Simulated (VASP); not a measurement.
# Pd (Fm-3m) in VASP: single point with LDA

Aim: the single point of Pd with LDA.

Everything below comes from runs of VASP 6.6.1. Logs are shortened: lines on timing, memory, paths and dates and some standing lists are left out, and cuts for length are marked.

### Step 1. The cell of the first run

The structure is cubic, space group Fm-3m (No. 225). The conventional cell has a = 3.681 Å, b = 3.681 Å, c = 3.681 Å, α = 90.00°, β = 90.00°, γ = 90.00°. Pd (site symmetry m-3m) has 12 Pd at 2.60 Å within 3.4 Å.

### Step 2. Single point, LDA (volume scaled by 0.88)

Contents of INCAR:

```
SYSTEM = Pd
  PREC = Accurate
  ENCUT = 500
  EDIFF = 1E-6
  ISMEAR = -1
  SIGMA = 0.08
  LREAL = .False.
  LASPH = .True.
  NELM = 120
  ALGO = Normal
  ISIF = 2
  LWAVE = .False.
  LCHARG = .False.
  NBANDS = 11
  GGA_COMPAT = .False.
```

Contents of KPOINTS:

```
regular mesh
0
Gamma
  19 19 19
  0 0 0
```

Contents of POSCAR:

```
Pd
1.0
    0.0000000000      1.8404748457      1.8404748457
    1.8404748457      0.0000000000      1.8404748457
    1.8404748457      1.8404748457      0.0000000000
Pd
1
Direct
    0.0000000000      0.0000000000      0.0000000000
```

Potentials or basis: VASP PAW LDA potentials, release 64 (Pd).

The run is started by

```
$ cat potpaw_LDA.64/Pd/POTCAR > POTCAR
$ mpirun -np 1 vasp_std > vasp.out
```

OUTCAR:

```text
SYSTEM = Pd
   PREC = Accurate
   ENCUT = 500
   EDIFF = 1E-6
   ISMEAR = -1
   LREAL = .False.
   LASPH = .True.
   NELM = 120
   ISIF = 2

 ion  position               nearest neighbor table
   1  0.000  0.000  0.000-

  LATTYP: Found a face centered cubic cell.
 ALAT       =     3.6809496914

  Lattice vectors:

 A1 = (   0.0000000000,   1.8404748457,   1.8404748457)
 A2 = (   1.8404748457,   0.0000000000,   1.8404748457)
 A3 = (   1.8404748457,   1.8404748457,   0.0000000000)

Analysis of symmetry for initial positions (statically):
=====================================================================
 Subroutine PRICEL returns:
 Original cell was already a primitive cell.

 Routine SETGRP: Setting up the symmetry group for a
 face centered cubic supercell.

 Subroutine GETGRP returns: Found 48 space group operations
 (whereof 48 operations were pure point group operations)
 out of a pool of 48 trial point group operations.

The static configuration has the point symmetry O_h .

Analysis of symmetry for dynamics (positions and initial velocities):
=====================================================================
 Subroutine PRICEL returns:
 Original cell was already a primitive cell.

 Routine SETGRP: Setting up the symmetry group for a
 face centered cubic supercell.

 Subroutine GETGRP returns: Found 48 space group operations
 (whereof 48 operations were pure point group operations)
 out of a pool of 48 trial point group operations.

The dynamic configuration has the point symmetry O_h .

 Subroutine INISYM returns: Found 48 space group operations
 (whereof 48 operations are pure point group operations),
 and found     1 'primitive' translations

----------------------------------------------------------------------------------------

                                     Primitive cell

  volume of cell :      12.4687

  direct lattice vectors                    reciprocal lattice vectors
     0.000000000  1.840474846  1.840474846    -0.271669021  0.271669021  0.271669021
     1.840474846  0.000000000  1.840474846     0.271669021 -0.271669021  0.271669021
     1.840474846  1.840474846  0.000000000     0.271669021  0.271669021 -0.271669021

  length of vectors
     2.602824488  2.602824488  2.602824488     0.470544548  0.470544548  0.470544548

  position of ions in fractional coordinates (direct lattice)
     0.000000000  0.000000000  0.000000000

  ion indices of the primitive-cell ions
   primitive index   ion index
                 1           1

----------------------------------------------------------------------------------------

 KPOINTS: regular mesh

Automatic generation of k-mesh.
 Grid dimensions read from file:
 generate k-points for:   19   19   19

 Generating k-lattice:

  Cartesian coordinates                     Fractional coordinates (reciprocal lattice)
    -0.014298370  0.014298370  0.014298370     0.052631579  0.000000000  0.000000000
     0.014298370 -0.014298370  0.014298370     0.000000000  0.052631579  0.000000000
     0.014298370  0.014298370 -0.014298370     0.000000000  0.000000000  0.052631579

  Length of vectors
     0.024765503  0.024765503  0.024765503

  Shift w.r.t. Gamma in fractional coordinates (k-lattice)
     0.000000000  0.000000000  0.000000000

 Subroutine IBZKPT returns following result:
 ===========================================

 Found    220 irreducible k-points:

 Following reciprocal coordinates:
            Coordinates               Weight
  0.000000  0.000000  0.000000      1.000000
  0.052632  0.000000  0.000000      8.000000
  0.105263  0.000000  0.000000      8.000000
  0.157895  0.000000  0.000000      8.000000
  0.210526  0.000000  0.000000      8.000000
  0.263158  0.000000  0.000000      8.000000
[... 16 lines left out ...]
 -0.315789  0.052632  0.000000     24.000000
 -0.263158  0.052632  0.000000     24.000000
 [... further k-points ...]
   k-points           NKPTS =    220   k-points in BZ     NKDIM =    220   number of bands    NBANDS=     11
   number of dos      NEDOS =    301   number of ions     NIONS =      1
   total plane-waves  NPLWV =   8000
   dimension x,y,z NGX =    20 NGY =   20 NGZ =   20
   dimension x,y,z NGXF=    40 NGYF=   40 NGZF=   40
   ions per type =               1
   NGX,Y,Z   is equivalent  to a cutoff of  12.77, 12.77, 12.77 a.u.
   NGXF,Y,Z  is equivalent  to a cutoff of  25.55, 25.55, 25.55 a.u.
 SYSTEM =  Pd
   PREC   = accura    normal or accurate (medium, high low for compatibility)
   ISTART =      0    job   : 0-new  1-cont  2-samecut
   ICHARG =      2    charge: 1-file 2-atom 10-const
   ISPIN  =      1    spin polarized calculation?
   LNONCOLLINEAR =      F non collinear calculations
   LSORBIT =      F    spin-orbit coupling
   LASPH  =      T    aspherical Exc in radial PAW
   ENCUT  =  500.0 eV  36.75 Ry    6.06 a.u.   4.75  4.75  4.75*2*pi/ulx,y,z
   NELM   =    120;   NELMIN=  2; NELMDL= -5     # of ELM steps
   EDIFF  = 0.1E-05   stopping-criterion for ELM
   LREAL  =      F    real-space projection
   EDIFFG = 0.1E-04   stopping-criterion for IOM
   NSW    =      0    number of steps for IOM
   IBRION =     -1    ionic relax: 0-MD 1-quasi-New 2-CG
   NFREE  =      0    steps in history (QN), initial steepest desc. (CG)
   ISIF   =      2    stress and relaxation
   ISYM   =      2    0-nonsym 1-usesym 2-fastsym
   POTIM  = 0.5000    time-step for ionic-motion
   TEBEG  =    0.0;   TEEND  =   0.0 temperature during run
   PSTRESS=    0.0 pullay stress
   NELECT =      10.0000    total number of electrons
   NUPDOWN=      -1.0000    fix difference up-down
   EMIN   =  10.00;   EMAX   =-10.00  energy-range for DOS
   EFERMI =   0.00;   METHOD = LEGACY
   ISMEAR =    -1;   SIGMA  =   0.08  broadening in eV -4-tet -1-fermi 0-gaus
   EFERMI_NEDOS =   21; number of points for ismear=-14 and -15
   IALGO  =     38    algorithm
   IMIX   =      4    mixing-type and parameters
     AMIX     =   0.40;   BMIX     =  1.00
     AMIX_MAG =   1.60;   BMIX_MAG =  1.00
  volume/ion in A,a.u.               =      12.47        84.14
  Fermi-wavevector in a.u.,A,eV,Ry     =   1.521020  2.874311 31.477107  2.313502
  Thomas-Fermi vector in A             =   2.629792
   LORBIT       =      0    0 simple, 1 ext, 2 COOP (PROOUT), +10 PAW based schemes
   GGA     = CA    functional components
   LHFCALC =     F    Hartree Fock is set to
   AEXX    =    0.0000 exact exchange contribution
   IVDW    =     0    specifies the selected vdW correction
   LEPSILON=     F    determine dielectric tensor
   LRPA    =     F    only Hartree local field effects (RPA)
 non-spin polarized calculation
  energy-cutoff  :      500.00
  volume of cell :       12.47
 maximum number of plane-waves:       331
   NGX =  9   NGY =  9   NGZ =  9

 number of electron      10.0000003 magnetization

 Free energy of the ion-electron system (eV)
  ---------------------------------------------------
  ext. energy  EPLUGINS =         0.00000000
  ---------------------------------------------------
  free energy    TOTEN  =        -6.32179110 eV

  energy without entropy =       -6.28390702  energy(sigma->0) =       -6.30284906

 E-fermi :  12.8086     XC(G=0): -14.5677

 val. band max:       12.8078489689   @ k =   0.4737   0.1053   0.0000
 cond. band min:      12.8119898182   @ k =  -0.4737   0.4211   0.1053
 fundamental gap:      0.0041408493
 Fermi energy:        12.8085594032

 k-point     1 :       0.0000    0.0000    0.0000
  band No.  band energies     occupation
      1       4.1424      2.00000
      2       9.0216      2.00000
      3       9.0216      2.00000
      4       9.0216      2.00000
      5      11.1794      2.00000
      6      11.1794      2.00000
      7      29.7907      0.00000
      8      35.5084      0.00000
      9      35.5084      0.00000
     10      35.5084      0.00000
     11      37.8676      0.00000

 k-point     2 :       0.0526    0.0000    0.0000
  band No.  band energies     occupation
      1       4.2604      2.00000
      2       8.9715      2.00000
      3       9.0673      2.00000
      4       9.0673      2.00000
      5      11.1543      2.00000
      6      11.1543      2.00000
      7      29.9566      0.00000
      8      34.8244      0.00000
      9      35.6767      0.00000
     10      35.6767      0.00000
     11      37.8788      0.00000

 k-point     3 :       0.1053    0.0000    0.0000
  band No.  band energies     occupation
      1       4.6003      2.00000
      2       8.8448      2.00000
      3       9.1888      2.00000
      4       9.1888      2.00000
      5      11.0978      2.00000
      6      11.0978      2.00000
      7      30.4018      0.00000
      8      33.3705      0.00000
      9      36.1660      0.00000
     10      36.1660      0.00000
     11      37.8879      0.00000

 k-point     4 :       0.1579    0.0000    0.0000
  band No.  band energies     occupation
      1       5.1101      2.00000
      2       8.7164      2.00000
      3       9.3337      2.00000
      4       9.3337      2.00000
      5      11.0705      2.00000
      6      11.0705      2.00000
      7      30.9093      0.00000
      8      31.7686      0.00000
      9      36.9271      0.00000
     10      36.9271      0.00000
     11      37.8868      0.00000

 k-point     5 :       0.2105    0.0000    0.0000
  band No.  band energies     occupation
      1       5.6648      2.00000
      2       8.7361      2.00000
      3       9.4158      2.00000
      4       9.4158      2.00000
      5      11.1648      2.00000
      6      11.1648      2.00000
      7      29.9012      0.00000
      8      31.4316      0.00000
      9      37.8576      0.00000
     10      37.8576      0.00000
     11      37.8786      0.00000
[... 211 lines left out ...]
 k-point    21 :      -0.4211    0.0526    0.0000
  band No.  band energies     occupation
      1       6.0663      2.00000
      2       8.9321      2.00000
      3       9.0547      2.00000
      4      11.7566      2.00000
      5      12.5200      1.94716
      6      13.7948      0.00001
      7      22.3100      0.00000
      8      29.5324      0.00000
      9      34.8558      0.00000
     10      35.8055      0.00000
     11      37.8961      0.00000

 k-point    22 :      -0.3684    0.0526    0.0000
  band No.  band energies     occupation
      1       6.1526      2.00000
      2       9.0403      2.00000
      3       9.1427      2.00000
      4      11.0649      2.00000
      5      12.1480      1.99948
      6      13.1131      0.04347
      7      23.8560      0.00000
      8      29.9446      0.00000
      9      35.3269      0.00000
     10      36.8970      0.00000
     11      37.8955      0.00000

 k-point    23 :      -0.3158    0.0526    0.0000
  band No.  band energies     occupation
      1       6.2372      2.00000
      2       9.1770      2.00000
      3       9.2729      2.00000
      4      10.0996      2.00000
      5      11.6988      2.00000
      6      12.5069      1.95495
      7      25.7041      0.00000
      8      30.5484      0.00000
      9      36.0919      0.00000
     10      37.8943      0.00000
     11      38.3795      0.00000

 k-point    24 :      -0.2632    0.0526    0.0000
  band No.  band energies     occupation
      1       6.2116      2.00000
      2       9.1255      2.00000
      3       9.4083      2.00000
      4       9.4097      2.00000
      5      11.2615      2.00000
      6      11.9909      1.99993
      7      27.5930      0.00000
      8      31.1816      0.00000
      9      36.8519      0.00000
     10      37.8818      0.00000
     11      39.1998      0.00000

 [... further k-points ...]

------------------------ aborting loop because EDIFF is reached ----------------------------------------

  FORCE on cell =-STRESS in cart. coord.  units (eV):
  Direction    XX          YY          ZZ          XY          YZ          ZX
  --------------------------------------------------------------------------------------
  -------------------------------------------------------------------------------------
  Total        3.1996280      3.1996280      3.1996280      0.0000000      0.0000000      0.0000000
  in kB      411.1406474    411.1406474    411.1406474      0.0000000      0.0000000      0.0000000
  external PRESSURE =     411.1406474 kB  Pullay stress =       0.0000000 kB

 VOLUME and BASIS-vectors are now :
 -----------------------------------------------------------------------------
  energy-cutoff  :      500.00
  volume of cell :       12.47
      direct lattice vectors                 reciprocal lattice vectors
     0.000000000  1.840474846  1.840474846    -0.271669021  0.271669021  0.271669021
     1.840474846  0.000000000  1.840474846     0.271669021 -0.271669021  0.271669021
     1.840474846  1.840474846  0.000000000     0.271669021  0.271669021 -0.271669021

 POSITION                                       TOTAL-FORCE (eV/Angst)
 -----------------------------------------------------------------------------------
      0.00000      0.00000      0.00000        -0.000000     -0.000000     -0.000000
 -----------------------------------------------------------------------------------
    total drift:                               -0.000000     -0.000000     -0.000000

  FREE ENERGIE OF THE ION-ELECTRON SYSTEM (eV)
  ---------------------------------------------------
  free  energy   TOTEN  =        -6.3217910995 eV

  energy  without entropy=       -6.2839070242  energy(sigma->0) =       -6.30284906
```

It used 29 s of CPU time on 1 thread of AMD EPYC 7R13 Processor (Zen 3), on a shared host.

Results:

```
Free energy            : -6.3218 eV
Pressure               : 41.1 GPa
Band gap on the k mesh : zero (band 5 reaches 13.17 eV, above the bottom of band 6 at 11.07 eV)
```

Levels at points of the mesh, in eV from the Fermi level:
```
           k point  band 2  band 3  band 4  band 5  band 6  band 7  band 8  band 9
(0.00, 0.00, 0.00)   -3.79   -3.79   -3.79   -1.63   -1.63   16.98   22.70   22.70
```
